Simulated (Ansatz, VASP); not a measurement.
One calculation of Al4Cu, two programs

```
CELL_PARAMETERS angstrom
-1.36795 2.97799 5.26982
1.36795 -2.97799 5.26982
1.36795 2.97799 -5.26982
ATOMIC_POSITIONS crystal
Al 0.58814 0.36428 0.22387
Al 0.14041 0.36428 0.77613
Al 0.85959 0.63572 0.22387
Al 0.41186 0.63572 0.77613
Cu 0.00000 0.00000 0.00000
```

Change from the starting cell: species swapped into the CrB4 type (Immm, No. 71).

Alike in both runs: functional PBE; k mesh 16 × 16 × 16; occupations gaussian, width 0.1 eV; no spin polarisation.

Ansatz relaxed the structure, and its values are those at the end. VASP's run is a single point on that final structure, the one shown.

|  | VASP | Ansatz |
| --- | --- | --- |
| version | VASP 6.6.1 | Ansatz 0.2.0 |
| potentials or method | VASP PAW PBE potentials, release 64 (Al, Cu), cutoff 520 eV | scalar-relativistic, plane waves, PAW |
| valence electrons in the cell | 23 | 31 |

```tsv
	VASP	Ansatz	Ansatz less VASP
gap on the k mesh at the Fermi level (eV)	none	none	-
pressure (GPa)	0.6	0.0	-0.62
rms of the force components (eV/Å)	0.007	0.001	-0.0057
```

A gap of «none» marks a metal or a gap that the smearing closes. VASP's potentials hold 23 valence electrons a cell and Ansatz's 31, so a difference there can come from the potentials and not from the codes.
